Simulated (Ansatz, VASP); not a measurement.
Two plane-wave programs on Pt

The input INCAR:

```
ALGO = Normal ; EDIFF = 1E-6
ENCUT = 500 ; GGA = CA
GGA_COMPAT = F ; ISIF = 2
ISMEAR = -1 ; LASPH = T
LCHARG = F ; LREAL = F
LWAVE = F ; NBANDS = 11
NELM = 120 ; PREC = Accurate
SIGMA = 0.05
```

KPOINTS

```
k-points
0
Gamma
  9 9 9
```

File POSCAR:

```
Pt
1.0
   -1.5868559782      1.5868559782      1.5868559782
    1.5868559782     -1.5868559782      1.5868559782
    1.5868559782      1.5868559782     -1.5868559782
Pt
1
Direct
    0.0000000000      0.0000000000      0.0000000000
```

Input for Ansatz:

```yaml
crystal:
  lattice:
    - [-1.5868559782388778, 1.5868559782388778, 1.5868559782388778]
    - [1.5868559782388778, -1.5868559782388778, 1.5868559782388778]
    - [1.5868559782388778, 1.5868559782388778, -1.5868559782388778]
  atoms:
    - { symbol: Pt, position: [0.0, 0.0, 0.0] }
basis:
  ecutwfc: 540.0
  xc_grid: 2
kpoints:
  mp_grid:
    grid: [9, 9, 9]
hamiltonian:
  xc: lda
scf:
  convergence:
    dr2_threshold: 1.0e-09
  mixing:
    algorithm: broyden
    beta: 0.6
    ndim: 8
  occupations:
    method: fermi_dirac
    width: 0.05
output:
  forces: true
  stress: true
```

Alike in both runs: task single point; functional LDA; k mesh 9 × 9 × 9; occupations fermi-dirac, width 0.05 eV; no spin polarisation.

|  | VASP | Ansatz |
| --- | --- | --- |
| version | VASP 6.6.1 | Ansatz 0.2.0 |
| potentials or method | VASP PAW LDA potentials, release 64 (Pt), cutoff 500 eV | plane waves, PAW |
| valence electrons in the cell | 10 | 18 |

|  | VASP | Ansatz | Ansatz less VASP |
| --- | --- | --- | --- |
| pressure (GPa) | -16.9 | -17.5 | -0.56 |

LDA's correlation is that of Perdew and Zunger in VASP and of Perdew and Wang (1992) in Ansatz. VASP's potentials hold 10 valence electrons a cell and Ansatz's 18, so a difference there can come from the potentials and not from the codes. Ansatz's warnings: stress scf threshold loose.

Neither program's run includes spin-orbit coupling.
